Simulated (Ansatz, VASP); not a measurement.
## GaN in VASP and in Ansatz

File POSCAR:

```
GaN
1.0
    0.0000000000      2.0602302361      2.0602302361
    2.0602302361      0.0000000000      2.0602302361
    2.0602302361      2.0602302361      0.0000000000
Ga N
1 1
Direct
    0.0000000000      0.0000000000      0.0000000000
    0.5000000000      0.5000000000      0.5000000000
```

File INCAR.step1:

```
PREC = Accurate
ENCUT = 910
ISMEAR = 0
SIGMA = 0.01
LREAL = False
LASPH = True
NELM = 120
NBANDS = 16
GGA = PE
ALGO = Normal
EDIFF = 1E-5
LWAVE = True
LCHARG = False
GGA_COMPAT = False
```

The input INCAR.step2:

```
PREC = Accurate
ENCUT = 910
EDIFF = 1E-6
ISMEAR = 0
SIGMA = 0.01
LREAL = False
LASPH = True
NELM = 120
ALGO = Normal
ISIF = 2
LWAVE = False
LCHARG = True
METAGGA = R2SCAN
LMIXTAU = True
LELF = True
LVHAR = True
NBANDS = 16
ISTART = 1
GGA_COMPAT = False
```

File KPOINTS:

```
Automatic mesh
0
Gamma
  10 10 10
```

Input for Ansatz:

```yaml
crystal:
  lattice:
    - [0.0, 2.0602302361, 2.0602302361]
    - [2.0602302361, 0.0, 2.0602302361]
    - [2.0602302361, 2.0602302361, 0.0]
  atoms:
    - { symbol: Ga, position: [0.0, 0.0, 0.0] }
    - { symbol: "N", position: [0.5, 0.5, 0.5] }
kpoints:
  mp_grid: { grid: [10, 10, 10] }
  band_path:
    path:
      - [0.0, 0.0, 0.0]
      - [0.5, 0.0, 0.5]
      - [0.625, 0.25, 0.625]
      - [0.375, 0.375, 0.75]
      - [0.5, 0.5, 0.5]
      - [0.5, 0.25, 0.75]
      - [0.0, 0.177083, -0.179687]
      - [0.0, 0.5, 0.5]
    npoints: 1
hamiltonian:
  xc: r2scan
scf:
  occupations: { method: fixed }
  n_extra_bands: 4
output:
  forces: true
  stress: true
  eigenvalues: true
```

Change from the starting cell: hydrostatic strain -2.3%.

Alike in both runs: task single point; functional r2SCAN; k mesh 10 × 10 × 10; no spin polarisation.

```csv
,VASP,Ansatz
version,VASP 6.6.1,Ansatz 0.2.0
potentials or method,"VASP PAW PBE potentials, release 64 (Ga_d, N_h)","plane waves, PAW"
plane-wave cutoff (eV),910,500
occupations,"gaussian, width 0.01 eV",fixed
valence electrons in the cell,18,18
```

Ansatz gave:

```
gap on the k mesh at the Fermi level (eV) : 1.69
```

**Question.** What did VASP give for the same quantities?

**Answer.** gap on the k mesh at the Fermi level (eV): 1.66.

VASP's potentials were made for PBE, not for r2SCAN.

Noted on VASP's run: the cutoff is short for stress, so the pressure is rough.
